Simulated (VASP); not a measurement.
**MoH3: relaxation of cell and atoms with PBE**

The system is MoH3.

```
CELL_PARAMETERS angstrom
2.68117 0.00000 0.00000
0.00000 4.16827 0.00000
0.00000 0.00000 4.55159
ATOMIC_POSITIONS crystal
H 0.00000 0.00000 0.66878
H 0.00000 0.50000 0.32565
H 0.50000 0.50000 0.83781
Mo 0.50000 0.00000 0.16776
```

```
Program                : VASP 6.6.1
Task                   : relaxation of cell and atoms
Functional             : PBE
Potentials or basis    : VASP PAW PBE potentials, release 64 (H, Mo_sv)
Cutoff                 : 600 eV
k mesh                 : 6 × 4 × 4
Occupations            : gaussian, width 0.1 eV
Spin                   : no spin polarisation
Dipole correction      : no
Further INCAR settings : ALGO = Normal; EDIFF = 1e-06; IBRION = 2; EDIFFG = -0.04; NSW = 90; ISIF = 3
```

```json
{
  "Relaxed volume": "6.14 Å³/atom",
  "Relaxed cell": "a = 2.854 Å, b = 2.923 Å, c = 2.941 Å, α = 90.00°, β = 90.00°, γ = 90.00°",
  "Space group after relaxing (to 0.05 Å)": "Pmm2 (No. 25)",
  "Energy gained by relaxing": "1236.0 meV/atom",
  "Ionic steps": "30",
  "Pressure after relaxing": "-0.2 GPa",
  "Largest force after relaxing": "0.027 eV/Å"
}
```

Forces in eV/Å, atoms in the order of the input:
```
H    0.000  0.000  0.027
H    0.000  0.000 -0.017
H    0.000  0.000 -0.022
Mo   0.000  0.000  0.012
```

Stress tensor (GPa, compression positive):
```
-0.17  0.00  0.00
 0.00  0.41  0.00
 0.00  0.00 -0.92
```

Step by step:
| step | energy change (eV) | largest force (eV/Å) | pressure (GPa) | volume (Å³) |
| --- | --- | --- | --- | --- |
| 1 | 0.0000 | 1.3735 | -26.97 | 50.87 |
| 2 | -2.7095 | 1.2849 | -22.97 | 36.64 |
| 3 | -3.6840 | 0.8297 | -3.48 | 29.38 |
| 4 | -3.7384 | 0.5833 | 11.72 | 26.88 |
| 5 | -3.7465 | 0.6850 | 5.85 | 27.72 |
| 6 | -4.2361 | 1.2942 | 12.81 | 25.90 |
| 7 | -4.2387 | 1.2055 | 12.19 | 25.97 |
| 8 | -4.5321 | 0.7276 | -6.70 | 27.68 |
| 9 | -4.5514 | 0.5884 | -11.34 | 28.25 |
| 10 | -4.7554 | 0.4971 | -8.92 | 26.88 |
| 11 | -4.8625 | 0.4101 | 0.24 | 24.88 |
| 12 | -4.9075 | 0.2289 | 0.03 | 24.75 |
| 13 | -4.9261 | 0.1821 | 0.19 | 24.62 |
| 14 | -4.9201 | 0.0616 | 1.54 | 24.37 |
| 15 | -4.9304 | 0.1287 | 0.57 | 24.51 |
| 16 | -4.9305 | 0.1362 | 0.56 | 24.53 |
| 17 | -4.9341 | 0.0896 | -0.77 | 24.67 |
| 18 | -4.9352 | 0.0514 | -2.13 | 24.83 |
| 19 | -4.9367 | 0.0496 | -1.61 | 24.76 |
| 20 | -4.9377 | 0.0440 | -0.83 | 24.66 |
| 21 | -4.9378 | 0.0466 | -0.67 | 24.63 |
| 22 | -4.9387 | 0.0453 | -0.12 | 24.57 |
| 23 | -4.9400 | 0.0463 | 1.00 | 24.42 |
| 24 | -4.9401 | 0.0472 | 1.56 | 24.35 |
| 25 | -4.9407 | 0.0452 | 1.46 | 24.36 |
| 26 | -4.9423 | 0.0382 | 1.18 | 24.38 |
| 27 | -4.9423 | 0.0405 | 0.73 | 24.43 |
| 28 | -4.9428 | 0.0291 | 0.89 | 24.41 |
| 29 | -4.9435 | 0.0282 | 0.37 | 24.47 |
| 30 | -4.9440 | 0.0272 | -0.23 | 24.54 |

Final structure:
```xyz
4
Lattice="2.8538 0.0000 0.0000 0.0000 2.9234 0.0000 0.0000 0.0000 2.9415" Properties=species:S:1:pos:R:3 pbc="T T T"
H     0.0000    0.0000    2.1983
H     0.0000    1.4617    0.7537
H     1.4269    1.4617    2.2282
Mo    1.4269    0.0000    0.7028
```

Levels at points of the mesh, in eV from the Fermi level:
```
           k point  band 7  band 8  band 9  band 10  band 11  band 12
(0.00, 0.00, 0.00)   -5.25    1.75    1.85     1.89     6.00     6.35
(0.50, 0.00, 0.00)   -2.92   -0.96   -0.85     0.51     2.02     4.45
(0.00, 0.50, 0.00)   -3.15   -0.81   -0.43     0.88     2.06     4.11
(0.50, 0.50, 0.00)   -3.76   -2.79   -0.39    -0.08     3.47     7.41
(0.00, 0.00, 0.50)   -3.19   -0.61   -0.40     0.85     2.09     4.00
(0.50, 0.00, 0.50)   -3.83   -2.79   -0.35     0.00     3.40     7.34
(0.00, 0.50, 0.50)   -4.07   -3.20    0.04     0.09     3.24     8.53
(0.50, 0.50, 0.50)   -6.70    3.45    3.66     4.01     6.27     6.31
```

It took 4.3 min on 1 thread of Intel(R) Xeon(R) Platinum 8375C CPU @ 2.90GHz (Ice Lake), with other jobs on the host, peak memory 0.21 GiB.

Caveat: the k points lie up to 0.54 Å⁻¹ apart in the final cell; the volume moved by over 15 % at a fixed basis, so the end points are rough.
